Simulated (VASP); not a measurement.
# AlCu3 (P4mm) in VASP: notebook

AlCu3 is run at these levels: r2SCAN; tasks: single point.

Everything below comes from runs of VASP 6.6.1. Logs are shortened: lines on timing, memory, paths and dates and some standing lists are left out, and cuts for length are marked.

## (1) The cell of the first run

The structure is tetragonal, space group P4mm (No. 99). The conventional cell has a = 3.642 Å, b = 3.642 Å, c = 3.642 Å, α = 90.00°, β = 90.00°, γ = 90.00°. Al (site symmetry 4mm) has 12 Cu at 2.55 to 2.60 Å within 3.4 Å. Cu (site symmetry 2mm) has 8 Cu at 2.46 to 2.69 Å and 4 Al at 2.55 to 2.60 Å within 3.3 Å. Within 3.3 Å of Cu (site symmetry 4mm) lie 8 Cu at 2.46 to 2.69 Å and 4 Al at 2.58 Å.

## (2) Single point, r2SCAN (atoms displaced along a vibrational mode)

File POSCAR:

```
AlCu3
1.0
    3.6418163332      0.0000000000      0.0000000000
    0.0000000000      3.6418163332      0.0000000000
    0.0000000000      0.0000000000      3.6418163332
Al Cu
1 3
Direct
   -0.0208442960      0.0000000000      0.0000000000
    0.4879499333      0.5000000000      0.0000000000
    0.4879499333      0.0000000000      0.5000000000
    0.0329505909      0.5000000000      0.5000000000
```

File INCAR.step1:

```
SYSTEM = AlCu3
PREC = Accurate
ENCUT = 520
ISMEAR = 0
SIGMA = 0.15
LREAL = .False.
LASPH = .True.
NELM = 60
NBANDS = 26
GGA = PE
ALGO = Normal
EDIFF = 1E-4
LWAVE = .True.
LCHARG = .False.
```

File INCAR.step2:

```
SYSTEM = AlCu3
PREC = Accurate
ENCUT = 520
EDIFF = 1E-6
ISMEAR = 0
SIGMA = 0.15
LREAL = .False.
LASPH = .True.
NELM = 60
ALGO = Normal
ISIF = 2
LWAVE = .False.
LCHARG = .False.
METAGGA = R2SCAN
LMIXTAU = .True.
NBANDS = 26
ISTART = 1
```

File KPOINTS:

```
Automatic mesh
0
Gamma
  14 14 14
  0 0 0
```

Potentials or basis: VASP PAW PBE potentials, release 64 (Al, Cu).

Run with:

```sh
$ cat potpaw_PBE.64/Al/POTCAR potpaw_PBE.64/Cu/POTCAR > POTCAR
$ cp INCAR.step1 INCAR
$ mpirun -np 1 vasp_std > vasp.out
$ cp INCAR.step2 INCAR
$ mpirun -np 1 vasp_std > vasp.out
```

OUTCAR:

```text
SYSTEM = AlCu3
   PREC = Accurate
   ENCUT = 520
   EDIFF = 1E-6
   ISMEAR = 0
   LREAL = .False.
   LASPH = .True.
   NELM = 60
   ISIF = 2
   METAGGA = R2SCAN
   ISTART = 1

 ion  position               nearest neighbor table
   1  0.979  0.000  0.000-   2 2.55   3 2.55   3 2.55   2 2.55   4 2.58   4 2.58   4 2.58   4 2.58
                             2 2.60   3 2.60   3 2.60   2 2.60
   2  0.488  0.500  0.000-   4 2.46   4 2.46   1 2.55   1 2.55   3 2.58   3 2.58   3 2.58   3 2.58
                             1 2.60   1 2.60   4 2.69   4 2.69
   3  0.488  0.000  0.500-   4 2.46   4 2.46   1 2.55   1 2.55   2 2.58   2 2.58   2 2.58   2 2.58
                             1 2.60   1 2.60   4 2.69   4 2.69
   4  0.033  0.500  0.500-   2 2.46   3 2.46   2 2.46   3 2.46   1 2.58   1 2.58   1 2.58   1 2.58
                             2 2.69   3 2.69   2 2.69   3 2.69

  LATTYP: Found a simple cubic cell.
 ALAT       =     3.6418163332

  Lattice vectors:

 A1 = (   3.6418163332,   0.0000000000,   0.0000000000)
 A2 = (   0.0000000000,   3.6418163332,   0.0000000000)
 A3 = (   0.0000000000,   0.0000000000,   3.6418163332)

Analysis of symmetry for initial positions (statically):
=====================================================================
 Subroutine PRICEL returns:
 Original cell was already a primitive cell.

 Routine SETGRP: Setting up the symmetry group for a
 simple cubic supercell.

 Subroutine GETGRP returns: Found  8 space group operations
 (whereof  8 operations were pure point group operations)
 out of a pool of 48 trial point group operations.

The static configuration has the point symmetry C_4v.

Analysis of symmetry for dynamics (positions and initial velocities):
=====================================================================
 Subroutine PRICEL returns:
 Original cell was already a primitive cell.

 Routine SETGRP: Setting up the symmetry group for a
 simple cubic supercell.

 Subroutine GETGRP returns: Found  8 space group operations
 (whereof  8 operations were pure point group operations)
 out of a pool of 48 trial point group operations.

The dynamic configuration has the point symmetry C_4v.

 Subroutine INISYM returns: Found  8 space group operations
 (whereof  8 operations are pure point group operations),
 and found     1 'primitive' translations

----------------------------------------------------------------------------------------

                                     Primitive cell

  volume of cell :      48.3008

  direct lattice vectors                    reciprocal lattice vectors
     3.641816333  0.000000000  0.000000000     0.274588257  0.000000000  0.000000000
     0.000000000  3.641816333  0.000000000     0.000000000  0.274588257  0.000000000
     0.000000000  0.000000000  3.641816333     0.000000000  0.000000000  0.274588257

  length of vectors
     3.641816333  3.641816333  3.641816333     0.274588257  0.274588257  0.274588257

  position of ions in fractional coordinates (direct lattice)
     0.979155704  0.000000000  0.000000000
     0.487949933  0.500000000  0.000000000
     0.487949933  0.000000000  0.500000000
     0.032950591  0.500000000  0.500000000

  ion indices of the primitive-cell ions
   primitive index   ion index
                 1           1
                 2           2
                 3           3
                 4           4

----------------------------------------------------------------------------------------

 KPOINTS: Automatic mesh

Automatic generation of k-mesh.
 Grid dimensions read from file:
 generate k-points for:   14   14   14

 Generating k-lattice:

  Cartesian coordinates                     Fractional coordinates (reciprocal lattice)
     0.019613447  0.000000000  0.000000000     0.071428571  0.000000000  0.000000000
     0.000000000  0.019613447  0.000000000     0.000000000  0.071428571  0.000000000
     0.000000000  0.000000000  0.019613447     0.000000000  0.000000000  0.071428571

  Length of vectors
     0.019613447  0.019613447  0.019613447

  Shift w.r.t. Gamma in fractional coordinates (k-lattice)
     0.000000000  0.000000000  0.000000000

 Subroutine IBZKPT returns following result:
 ===========================================

 Found    288 irreducible k-points:

 Following reciprocal coordinates:
            Coordinates               Weight
  0.000000  0.000000  0.000000      1.000000
  0.071429  0.000000  0.000000      2.000000
  0.000000  0.071429  0.000000      4.000000
  0.142857  0.000000  0.000000      2.000000
  0.000000  0.142857  0.000000      4.000000
  0.214286  0.000000  0.000000      2.000000
[... 16 lines left out ...]
  0.071429  0.000000  0.214286      8.000000
  0.285714  0.071429  0.000000      8.000000
 [... further k-points ...]
   k-points           NKPTS =    288   k-points in BZ     NKDIM =    288   number of bands    NBANDS=     26
   number of dos      NEDOS =    301   number of ions     NIONS =      4
   total plane-waves  NPLWV =  21952
   dimension x,y,z NGX =    28 NGY =   28 NGZ =   28
   dimension x,y,z NGXF=    56 NGYF=   56 NGZF=   56
   ions per type =               1   3
   NGX,Y,Z   is equivalent  to a cutoff of  12.78, 12.78, 12.78 a.u.
   NGXF,Y,Z  is equivalent  to a cutoff of  25.56, 25.56, 25.56 a.u.
 SYSTEM =  AlCu3
   PREC   = accura    normal or accurate (medium, high low for compatibility)
   ISTART =      1    job   : 0-new  1-cont  2-samecut
   ICHARG =      0    charge: 1-file 2-atom 10-const
   ISPIN  =      1    spin polarized calculation?
   LNONCOLLINEAR =      F non collinear calculations
   LSORBIT =      F    spin-orbit coupling
   LASPH  =      T    aspherical Exc in radial PAW
   ENCUT  =  520.0 eV  38.22 Ry    6.18 a.u.   6.77  6.77  6.77*2*pi/ulx,y,z
   NELM   =     60;   NELMIN=  2; NELMDL=  0     # of ELM steps
   EDIFF  = 0.1E-05   stopping-criterion for ELM
   LREAL  =      F    real-space projection
   EDIFFG = 0.1E-04   stopping-criterion for IOM
   NSW    =      0    number of steps for IOM
   IBRION =     -1    ionic relax: 0-MD 1-quasi-New 2-CG
   NFREE  =      0    steps in history (QN), initial steepest desc. (CG)
   ISIF   =      2    stress and relaxation
   ISYM   =      2    0-nonsym 1-usesym 2-fastsym
   POTIM  = 0.5000    time-step for ionic-motion
   TEBEG  =    0.0;   TEEND  =   0.0 temperature during run
   PSTRESS=    0.0 pullay stress
   NELECT =      36.0000    total number of electrons
   NUPDOWN=      -1.0000    fix difference up-down
   EMIN   =  10.00;   EMAX   =-10.00  energy-range for DOS
   EFERMI =   0.00;   METHOD = LEGACY
   ISMEAR =     0;   SIGMA  =   0.15  broadening in eV -4-tet -1-fermi 0-gaus
   EFERMI_NEDOS =   21; number of points for ismear=-14 and -15
   IALGO  =     38    algorithm
   IMIX   =      4    mixing-type and parameters
     AMIX     =   0.40;   BMIX     =  1.00
     AMIX_MAG =   1.60;   BMIX_MAG =  1.00
  volume/ion in A,a.u.               =      12.08        81.49
  Fermi-wavevector in a.u.,A,eV,Ry     =   1.484309  2.804937 29.975987  2.203173
  Thomas-Fermi vector in A             =   2.597862
   LORBIT       =      0    0 simple, 1 ext, 2 COOP (PROOUT), +10 PAW based schemes
   METAGGA = R2SCAN    functional components
   LHFCALC =     F    Hartree Fock is set to
   AEXX    =    0.0000 exact exchange contribution
   IVDW    =     0    specifies the selected vdW correction
   LEPSILON=     F    determine dielectric tensor
   LRPA    =     F    only Hartree local field effects (RPA)
 non-spin polarized calculation
 Gauss-broadening in eV      SIGMA  =   0.15
  energy-cutoff  :      520.00
  volume of cell :       48.30
 maximum number of plane-waves:      1332
 NGX is ok and might be reduce to    28
   NGX = 13   NGY = 13   NGZ = 13

 number of electron      36.0000000 magnetization

 Free energy of the ion-electron system (eV)
  ---------------------------------------------------
  ext. energy  EPLUGINS =         0.00000000
  ---------------------------------------------------
  free energy    TOTEN  =       -39.88058876 eV

  energy without entropy =      -39.86734293  energy(sigma->0) =      -39.87396585

 E-fermi :   8.5223     XC(G=0): -13.3298

 val. band max:        8.5213591251   @ k =   0.0714   0.1429   0.0714
 cond. band min:       8.5273295277   @ k =   0.2143   0.3571   0.2143
 fundamental gap:      0.0059704026
 Fermi energy:         8.5222712484

 k-point     1 :       0.0000    0.0000    0.0000
  band No.  band energies     occupation
      1      -2.6299      2.00000
      2       2.9226      2.00000
      3       3.5039      2.00000
      4       3.5060      2.00000
      5       3.7855      2.00000
      6       3.8058      2.00000
[... 18 lines left out ...]
     25      19.8842      0.00000
     26      21.0176      0.00000

 k-point     2 :       0.0714    0.0000    0.0000
  band No.  band energies     occupation
      1      -2.5679      2.00000
      2       2.9389      2.00000
      3       3.4764      2.00000
      4       3.5381      2.00000
      5       3.7972      2.00000
      6       3.8136      2.00000
[... 18 lines left out ...]
     25      19.6491      0.00000
     26      20.6031      0.00000

 k-point     3 :       0.0000    0.0714    0.0000
  band No.  band energies     occupation
      1      -2.5679      2.00000
      2       2.9397      2.00000
      3       3.4778      2.00000
      4       3.5364      2.00000
      5       3.7927      2.00000
      6       3.8150      2.00000
[... 572 lines left out ...]
 k-point    23 :       0.0714    0.0000    0.2143
  band No.  band energies     occupation
      1      -2.0160      2.00000
      2       2.9244      2.00000
      3       3.3267      2.00000
      4       3.7581      2.00000
      5       3.8367      2.00000
      6       3.8872      2.00000
[... 18 lines left out ...]
     25      18.5840      0.00000
     26      19.5710      0.00000

 k-point    24 :       0.2857    0.0714    0.0000
  band No.  band energies     occupation
      1      -1.5959      2.00000
      2       2.5276      2.00000
      3       3.3766      2.00000
      4       3.8840      2.00000
      5       3.8913      2.00000
      6       3.9645      2.00000
[... 18 lines left out ...]
     25      18.6007      0.00000
     26      19.0857      0.00000

 [... further k-points ...]

------------------------ aborting loop because EDIFF is reached ----------------------------------------

  FORCE on cell =-STRESS in cart. coord.  units (eV):
  Direction    XX          YY          ZZ          XY          YZ          ZX
  --------------------------------------------------------------------------------------
  -------------------------------------------------------------------------------------
  Total        0.4693609      0.5135799      0.5135799     -0.0000000      0.0000000      0.0000000
  in kB       15.5690949     17.0358756     17.0358756     -0.0000000      0.0000000      0.0000000
  external PRESSURE =      16.5469487 kB  Pullay stress =       0.0000000 kB

 VOLUME and BASIS-vectors are now :
 -----------------------------------------------------------------------------
  energy-cutoff  :      520.00
  volume of cell :       48.30
      direct lattice vectors                 reciprocal lattice vectors
     3.641816333  0.000000000  0.000000000     0.274588257  0.000000000  0.000000000
     0.000000000  3.641816333  0.000000000     0.000000000  0.274588257  0.000000000
     0.000000000  0.000000000  3.641816333     0.000000000  0.000000000  0.274588257

 POSITION                                       TOTAL-FORCE (eV/Angst)
 -----------------------------------------------------------------------------------
      3.56591      0.00000      0.00000         0.298928      0.000000      0.000000
      1.77702      1.82091      0.00000         0.429602      0.000000      0.000000
      1.77702      0.00000      1.82091         0.429602     -0.000000     -0.000000
      0.12000      1.82091      1.82091        -1.158131      0.000000     -0.000000
 -----------------------------------------------------------------------------------
    total drift:                                0.003427     -0.000000      0.000014

  FREE ENERGIE OF THE ION-ELECTRON SYSTEM (eV)
  ---------------------------------------------------
  free  energy   TOTEN  =       -39.8805887604 eV

  energy  without entropy=      -39.8673429341  energy(sigma->0) =      -39.87396585
```

It took 21 min on 1 thread of Oxide Virtual Turin-like, shared host; peak memory 0.36 GiB.

What came out:

```
Free energy            : -39.8806 eV
Pressure               : 1.7 GPa
Largest force          : 1.158 eV/Å
Band gap on the k mesh : zero (bands 18 and 19 overlap by 5.77 eV)
```

Forces in eV/Å, atoms in the order of the input:
```
Al   0.299  0.000  0.000
Cu   0.430  0.000  0.000
Cu   0.430  0.000  0.000
Cu  -1.158  0.000  0.000
```

Stress tensor (GPa, compression positive):
```
1.56 0.00 0.00
0.00 1.70 0.00
0.00 0.00 1.70
```

Caveat: the cell differs from its parent crystal (atoms displaced along a vibrational mode); the PAW data sets were made with another functional, which shifts forces and pressure a little.

## (3) Single point, r2SCAN (atoms displaced along a vibrational mode)

File POSCAR:

```
AlCu3
1.0
    3.6418163332      0.0000000000      0.0000000000
    0.0000000000      3.6418163332      0.0000000000
    0.0000000000      0.0000000000      3.6418163332
Al Cu
1 3
Direct
    0.0156332220      0.0000000000      0.0000000000
    0.5090375500      0.5000000000      0.0000000000
    0.5090375500      0.0000000000      0.5000000000
   -0.0247129431      0.5000000000      0.5000000000
```

File INCAR.step1:

```
SYSTEM = AlCu3
PREC     = Accurate       ! precision mode
ENCUT    = 520            ! plane-wave cutoff, eV
ISMEAR   = 0              ! smearing method
SIGMA    = 0.15           ! smearing width, eV
LREAL    = .FALSE.        ! projectors in reciprocal space
LASPH    = .TRUE.         ! aspherical terms in the spheres
NELM     = 80             ! most SCF steps
NBANDS   = 26             ! bands
GGA      = PE             ! functional
ALGO     = Normal         ! electronic algorithm
EDIFF    = 1E-4           ! SCF threshold, eV
LWAVE    = .TRUE.         ! write WAVECAR
LCHARG   = .FALSE.        ! write CHGCAR
```

File INCAR.step2:

```
SYSTEM = AlCu3
PREC     = Accurate       ! precision mode
ENCUT    = 520            ! plane-wave cutoff, eV
EDIFF    = 1E-6           ! SCF threshold, eV
ISMEAR   = 0              ! smearing method
SIGMA    = 0.15           ! smearing width, eV
LREAL    = .FALSE.        ! projectors in reciprocal space
LASPH    = .TRUE.         ! aspherical terms in the spheres
NELM     = 80             ! most SCF steps
ALGO     = Normal         ! electronic algorithm
ISIF     = 2              ! what is computed and relaxed
LWAVE    = .FALSE.        ! write WAVECAR
LCHARG   = .FALSE.        ! write CHGCAR
METAGGA  = R2SCAN         ! meta-GGA
LMIXTAU  = .TRUE.       
NBANDS   = 26             ! bands
ISTART   = 1
```

File KPOINTS:

```
regular mesh
0
G
  14 14 14
  0 0 0
```

Potentials or basis: VASP PAW PBE potentials, release 64 (Al, Cu).

Run with:

```sh
$ cat potpaw_PBE.64/Al/POTCAR potpaw_PBE.64/Cu/POTCAR > POTCAR
$ cp INCAR.step1 INCAR
$ mpirun -np 1 vasp_std > vasp.out
$ cp INCAR.step2 INCAR
$ mpirun -np 1 vasp_std > vasp.out
```

Wall time 20 min (1 thread of Oxide Virtual Turin-like, shared host); peak memory 0.36 GiB.

Results (log left out):

```yaml
Free_energy: -39.9238 eV
Pressure: 1.0 GPa
Largest_force: 0.843 eV/Å
Band_gap_on_the_k_mesh: zero (bands 18 and 19 overlap by 5.82 eV)
```

Forces on the atoms (eV/Å):
```
Al  -0.221  0.000  0.000
Cu  -0.311  0.000  0.000
Cu  -0.311  0.000  0.000
Cu   0.843  0.000  0.000
```

Stress tensor (GPa, compression positive):
```
0.86 0.00 0.00
0.00 1.04 0.00
0.00 0.00 1.04
```

Levels at points of the mesh, in eV from the Fermi level:
```tsv
k point	band 14	band 15	band 16	band 17	band 18	band 19	band 20	band 21	band 22	band 23
(0.00, 0.00, 0.00)	-2.16	-2.16	-2.16	-0.30	-0.30	-0.24	4.52	4.55	5.48	11.21
(0.50, 0.00, 0.00)	-2.99	-2.99	-2.62	-2.16	3.85	3.85	4.20	4.20	4.88	6.54
(0.00, 0.50, 0.00)	-2.98	-2.96	-2.62	-2.15	3.89	3.95	4.10	4.12	4.95	6.57
(0.50, 0.50, 0.00)	-2.96	-2.94	-2.84	-2.45	-1.28	-1.28	6.57	6.73	6.80	7.50
(0.00, 0.50, 0.50)	-2.98	-2.96	-2.78	-2.42	-1.29	-1.29	6.65	6.65	6.66	7.47
(0.50, 0.50, 0.50)	-3.05	-2.88	-2.32	-2.32	-2.32	-1.46	1.50	1.87	1.87	1.89
```

Caveat: the cell differs from its parent crystal (atoms displaced along a vibrational mode); the PAW data sets were made with another functional, which shifts forces and pressure a little.
